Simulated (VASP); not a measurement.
A run of VASP 6.6.1 is set up as follows.

Contents of INCAR:

```
  PREC = Accurate
  ENCUT = 520
  EDIFF = 1E-6
  ISMEAR = 0
  SIGMA = 0.05
  LREAL = False
  LASPH = True
  NELM = 100
  ALGO = Normal
  ISIF = 2
  LWAVE = False
  LCHARG = True
  GGA = PS
  LELF = True
  LVHAR = True
  NBANDS = 26
```

Contents of KPOINTS:

```
Automatic mesh
0
Gamma
  8 8 6
```

The input POSCAR:

```
ZnSe
1.0
    4.1476469568      0.0000000000      0.0000000000
    0.0000000000      4.1476469568      0.0000000000
    0.0000000000      0.0000000000      5.6955264083
Zn Se
2 2
Direct
    0.0000000000      0.0000000000      0.0000000000
    0.5000000000      0.5000000000      0.0000000000
    0.0000000000      0.5000000000      0.3224306008
    0.5000000000      0.0000000000      0.6775693992
```

Potentials or basis: VASP PAW PBE potentials, release 64 (Zn, Se).

Command:

```console
$ cat potpaw_PBE.64/Zn/POTCAR potpaw_PBE.64/Se/POTCAR > POTCAR
$ mpirun -np 1 vasp_std > vasp.out
```

Predict the largest force.

2.619 eV/Å.

What does it give for the pressure?

-10.2 GPa.

Forces on the atoms (eV/Å):
```
Zn   0.000  0.000  0.000
Zn   0.000  0.000  0.000
Se   0.000  0.000 -2.619
Se   0.000  0.000  2.619
```

Caveat: the PAW data sets were made with another functional, which shifts forces and pressure a little.
